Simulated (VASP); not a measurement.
The system is BeH.

```
Be H
1.0
     0.00000    1.96823    1.96823
     1.96823    0.00000    1.96823
     1.96823    1.96823    0.00000
Be H
1 1
Cartesian
  0.0000 0.0000 0.0000
  2.9523 2.9523 2.9523
```

* Program: VASP 6.6.1
* Task: relaxation of cell and atoms
* Functional: PBE
* Potentials or basis: VASP PAW PBE potentials, release 64 (Be, H)
* Cutoff: 600 eV
* k mesh: 8 × 8 × 8
* Occupations: gaussian, width 0.1 eV
* Spin: no spin polarisation

At the start: pressure -14.8 GPa; volume 7.62 Å³/atom.

How do energy, volume and symmetry change on relaxing?

Over 4 steps the energy falls by 81.3 meV/atom and the volume is 6.11 Å³/atom (-19.9 %); space group F-43m (No. 216, to 0.1 Å) before and after.

The path:
```tsv
step	energy change (eV)	largest force (eV/Å)	pressure (GPa)	volume (Å³)
1	0.0000	0.0000	-14.78	15.25
2	-0.1150	0.0000	-9.30	13.75
3	-0.1606	0.0000	-2.14	12.53
4	-0.1625	0.0000	0.23	12.21
```

Final structure:
```
CELL_PARAMETERS angstrom
0.00000 1.82791 1.82791
1.82791 0.00000 1.82791
1.82791 1.82791 0.00000
ATOMIC_POSITIONS crystal
Be 0.00000 0.00000 0.00000
H 0.75000 0.75000 0.75000
```

Caveat: the volume moved by over 15 % at a fixed basis, so the end points are rough.
